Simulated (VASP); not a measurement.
A run of VASP 6.6.1 is set up as follows.

The input INCAR:

```
PREC = Accurate
ENCUT = 520
EDIFF = 1E-8
ISMEAR = -1
SIGMA = 0.05
LREAL = False
LASPH = True
NELM = 60
ALGO = Normal
ISIF = 2
LWAVE = False
LCHARG = False
GGA = PS
LEFG = True
NBANDS = 13
```

File KPOINTS:

```
Automatic mesh
0
Gamma
  13 13 13
```

Contents of POSCAR:

```
Pb
1.0
    0.0000000000      2.4947547435      2.4947547435
    2.4947547435      0.0000000000      2.4947547435
    2.4947547435      2.4947547435      0.0000000000
Pb
1
Direct
    0.0000000000      0.0000000000      0.0000000000
```

Potentials or basis: VASP PAW PBE potentials, release 64 (Pb_d).

The run is started by

```console
$ cat potpaw_PBE.64/Pb_d/POTCAR > POTCAR
$ mpirun -np 1 vasp_std > vasp.out
```

Task: Estimate the band gap on the k mesh.

Result: Zero (band 7 reaches 14.06 eV, above the bottom of band 8 at 5.20 eV).

Task: Predict the pressure.

Result: -1.5 GPa.

Caveat: without QUAD_EFG the Cq values of the log hold for a quadrupole moment of 1 mb, not for the nuclei; the PAW data sets were made with another functional, which shifts forces and pressure a little; spin-orbit coupling is left out, which moves the levels of the heavy elements.
